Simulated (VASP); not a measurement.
# Ge (P6_3/mmc) in VASP: notebook, part 2 of 2

VASP 6.6.1. Earlier steps stand in the parts before.

**3. Single point, LDA**

This run uses another cell than the first one, of 22.83 Å³/atom, 1.020 times its volume.

File INCAR:

```
PREC = Accurate
ENCUT = 520
EDIFF = 1E-7
ISMEAR = -1
SIGMA = 0.05
LREAL = F
LASPH = T
NELM = 100
ALGO = Normal
ISIF = 2
LWAVE = F
LCHARG = F
GGA = CA
NBANDS = 36
```

File KPOINTS:

```
Automatic mesh
0
Gamma
  8 8 4
```

File POSCAR:

```
Ge
1.0
    3.9975858431      0.0000000000      0.0000000000
   -1.9987929216      3.4620108940      0.0000000000
    0.0000000000      0.0000000000      6.5993779500
Ge
4
Direct
    0.3333333333      0.6666666667      0.9370987500
    0.6666666667      0.3333333333      0.4370987500
    0.3333333333      0.6666666667      0.5629012500
    0.6666666667      0.3333333333      0.0629012500
```

Potentials or basis: VASP PAW LDA potentials, release 64 (Ge_d).

On the command line:

```
> cat potpaw_LDA.64/Ge_d/POTCAR > POTCAR
> mpirun -np 1 vasp_std > vasp.out
```

OUTCAR:

```text
PREC = Accurate
   ENCUT = 520
   EDIFF = 1E-7
   ISMEAR = -1
   LREAL = F
   LASPH = T
   NELM = 100
   ISIF = 2
   GGA = CA

 ion  position               nearest neighbor table
   1  0.333  0.667  0.937-   4 2.45   4 2.45   4 2.45   3 2.47
   2  0.667  0.333  0.437-   3 2.45   3 2.45   3 2.45   4 2.47
   3  0.333  0.667  0.563-   2 2.45   2 2.45   2 2.45   1 2.47
   4  0.667  0.333  0.063-   1 2.45   1 2.45   1 2.45   2 2.47

  LATTYP: Found a hexagonal cell.
 ALAT       =     3.9975858431
 C/A-ratio  =     1.6508408347

  Lattice vectors:

 A1 = (   3.9975858431,   0.0000000000,   0.0000000000)
 A2 = (  -1.9987929216,   3.4620108940,   0.0000000000)
 A3 = (   0.0000000000,   0.0000000000,   6.5993779500)

Analysis of symmetry for initial positions (statically):
=====================================================================
 Subroutine PRICEL returns:
 Original cell was already a primitive cell.

 Routine SETGRP: Setting up the symmetry group for a
 hexagonal supercell.

 Subroutine GETGRP returns: Found 24 space group operations
 (whereof 12 operations were pure point group operations)
 out of a pool of 24 trial point group operations.

The static configuration has the point symmetry D_3d.
 The point group associated with its full space group is D_6h.

Analysis of symmetry for dynamics (positions and initial velocities):
=====================================================================
 Subroutine PRICEL returns:
 Original cell was already a primitive cell.

 Routine SETGRP: Setting up the symmetry group for a
 hexagonal supercell.

 Subroutine GETGRP returns: Found 24 space group operations
 (whereof 12 operations were pure point group operations)
 out of a pool of 24 trial point group operations.
[... 120 lines left out ...]
   EFERMI =   0.00;   METHOD = LEGACY
   ISMEAR =    -1;   SIGMA  =   0.05  broadening in eV -4-tet -1-fermi 0-gaus
   EFERMI_NEDOS =   21; number of points for ismear=-14 and -15
   IALGO  =     38    algorithm
   IMIX   =      4    mixing-type and parameters
     AMIX     =   0.40;   BMIX     =  1.00
     AMIX_MAG =   1.60;   BMIX_MAG =  1.00
  volume/ion in A,a.u.               =      22.83       154.09
  Fermi-wavevector in a.u.,A,eV,Ry     =   1.390789  2.628209 26.317650  1.934293
  Thomas-Fermi vector in A             =   2.514690
   LORBIT       =      0    0 simple, 1 ext, 2 COOP (PROOUT), +10 PAW based schemes
   GGA     = CA    functional components
   LHFCALC =     F    Hartree Fock is set to
   AEXX    =    0.0000 exact exchange contribution
   IVDW    =     0    specifies the selected vdW correction
   LEPSILON=     F    determine dielectric tensor
   LRPA    =     F    only Hartree local field effects (RPA)
 non-spin polarized calculation
  energy-cutoff  :      520.00
  volume of cell :       91.33
 maximum number of plane-waves:      2491
 NGX is ok and might be reduce to    30
   NGX = 15   NGY = 15   NGZ = 25

 number of electron      56.0000053 magnetization

 Free energy of the ion-electron system (eV)
  ---------------------------------------------------
  ext. energy  EPLUGINS =         0.00000000
  ---------------------------------------------------
  free energy    TOTEN  =       -20.69745590 eV

  energy without entropy =      -20.69606581  energy(sigma->0) =      -20.69676086

 E-fermi :   4.6421     XC(G=0): -10.2437

 val. band max:        4.5325638318   @ k =   0.0000   0.0000   0.0000
 cond. band min:       4.7040059883   @ k =   0.0000   0.0000   0.2500
 fundamental gap:      0.1714421565
 Fermi energy:         4.6420986848

 k-point     1 :       0.0000    0.0000    0.0000
  band No.  band energies     occupation
      1     -20.3243      2.00000
      2     -20.3243      2.00000
      3     -20.2863      2.00000
      4     -20.2863      2.00000
      5     -20.2862      2.00000
      6     -20.2731      2.00000
[... 925 lines left out ...]
     35      12.0306      0.00000
     36      12.0306      0.00000

 [... further k-points ...]

------------------------ aborting loop because EDIFF is reached ----------------------------------------

  FORCE on cell =-STRESS in cart. coord.  units (eV):
  Direction    XX          YY          ZZ          XY          YZ          ZX
  --------------------------------------------------------------------------------------
  -------------------------------------------------------------------------------------
  Total       -0.9884220     -0.9884220     -1.1455637      0.0000000      0.0000000      0.0000000
  in kB      -17.3389877    -17.3389877    -20.0955819      0.0000000      0.0000000      0.0000000
  external PRESSURE =     -18.2578524 kB  Pullay stress =       0.0000000 kB

 VOLUME and BASIS-vectors are now :
 -----------------------------------------------------------------------------
  energy-cutoff  :      520.00
  volume of cell :       91.33
      direct lattice vectors                 reciprocal lattice vectors
     3.997585843  0.000000000  0.000000000     0.250150976  0.144424733  0.000000000
    -1.998792922  3.462010894  0.000000000     0.000000000  0.288849467  0.000000000
     0.000000000  0.000000000  6.599377950     0.000000000  0.000000000  0.151529433

 POSITION                                       TOTAL-FORCE (eV/Angst)
 -----------------------------------------------------------------------------------
     -0.00000      2.30801      6.18427         0.000000     -0.000000      0.000590
      1.99879      1.15400      2.88458         0.000000     -0.000000      0.000590
     -0.00000      2.30801      3.71480        -0.000000      0.000000     -0.000590
      1.99879      1.15400      0.41511        -0.000000      0.000000     -0.000590
 -----------------------------------------------------------------------------------
    total drift:                               -0.000000      0.000000     -0.000000

  FREE ENERGIE OF THE ION-ELECTRON SYSTEM (eV)
  ---------------------------------------------------
  free  energy   TOTEN  =       -20.6974559046 eV

  energy  without entropy=      -20.6960658125  energy(sigma->0) =      -20.69676086
```

OSZICAR:

```text
N       E                     dE             d eps       ncg     rms          rms(c)
DAV:   1     0.492357205318E+03    0.49236E+03   -0.28549E+04  2520   0.422E+03
DAV:   2     0.650768812684E+02   -0.42728E+03   -0.41678E+03  2160   0.791E+02
DAV:   3    -0.164057350462E+02   -0.81483E+02   -0.80389E+02  2400   0.205E+02
DAV:   4    -0.209498914155E+02   -0.45442E+01   -0.45277E+01  2492   0.562E+01
DAV:   5    -0.210412119281E+02   -0.91321E-01   -0.91291E-01  2432   0.885E+00    0.461E+00
DAV:   6    -0.208124960576E+02    0.22872E+00   -0.10350E-01  2376   0.217E+00    0.263E+00
DAV:   7    -0.206957906368E+02    0.11671E+00   -0.17050E-01  2316   0.227E+00    0.189E-01
DAV:   8    -0.206973086130E+02   -0.15180E-02   -0.12786E-02  2428   0.945E-01    0.933E-02
DAV:   9    -0.206974646205E+02   -0.15601E-03   -0.25798E-04  2528   0.102E-01    0.225E-02
DAV:  10    -0.206974557965E+02    0.88240E-05   -0.27140E-05  2848   0.708E-02    0.116E-02
DAV:  11    -0.206974560836E+02   -0.28712E-06   -0.31752E-06  2524   0.158E-02    0.240E-03
DAV:  12    -0.206974559058E+02    0.17780E-06   -0.69310E-07  2132   0.600E-03    0.690E-04
DAV:  13    -0.206974559046E+02    0.11714E-08   -0.41252E-08  1336   0.170E-03
   1 F= -.20697456E+02 E0= -.20696761E+02  d E =-.139009E-02
```

Wall time 1.8 min (1 thread of Intel Xeon Platinum 8488C (Sapphire Rapids), shared host); peak memory 0.21 GiB.

Results:

- Free energy: -20.6975 eV
- Pressure: -1.8 GPa
- Band gap on the k mesh: 0.17 eV, indirect (least direct gap 0.25 eV)

Levels at points of the mesh, in eV from the valence-band top:
| k point | band 25 | band 26 | band 27 | band 28 | band 29 | band 30 | band 31 | band 32 |
| --- | --- | --- | --- | --- | --- | --- | --- | --- |
| (0.00, 0.00, 0.00) | -1.32 | -0.03 | -0.02 | 0.00 | 0.28 | 0.28 | 2.40 | 2.40 |
| (0.50, 0.00, 0.00) | -4.43 | -2.90 | -2.66 | -1.28 | 0.61 | 1.72 | 3.65 | 3.85 |
| (0.00, 0.00, 0.50) | -0.69 | -0.69 | -0.69 | -0.69 | 0.74 | 0.74 | 3.50 | 3.50 |
| (0.50, 0.00, 0.50) | -2.39 | -2.39 | -2.25 | -2.25 | 0.60 | 0.60 | 2.23 | 2.23 |
